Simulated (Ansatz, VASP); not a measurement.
# Two plane-wave programs on BN

```
B N
1.0
     0.00000    1.80800    1.80800
     1.80800    0.00000    1.80800
     1.80800    1.80800    0.00000
B N
1 1
Direct
  0.00000 0.00000 0.00000
  0.25000 0.25000 0.25000
```

Alike in both runs: task relaxation of cell and atoms; functional PBEsol; k mesh 14 × 14 × 14; occupations gaussian, width 0.02 eV; no spin polarisation.

|  | VASP | Ansatz |
| --- | --- | --- |
| version | VASP 6.6.1 | Ansatz 0.2.0 |
| potentials or method | VASP PAW PBE potentials, release 64 (B, N), cutoff 600 eV | scalar-relativistic, plane waves, PAW |
| valence electrons in the cell | 8 | 8 |

|  | VASP | Ansatz | Ansatz less VASP |
| --- | --- | --- | --- |
| gap on the k mesh at the Fermi level, each at its own relaxed structure (eV) | 4.28 | 4.29 | +0.009 |
| relaxed volume (Å³/atom) | 5.86 | 5.86 | -0.008 |
| relaxed cell length with the largest relative difference (Å) | 2.550 | 2.549 | -0.0011 |

VASP's potentials were made for PBE, not for PBEsol, and Ansatz warns of the same on its side.
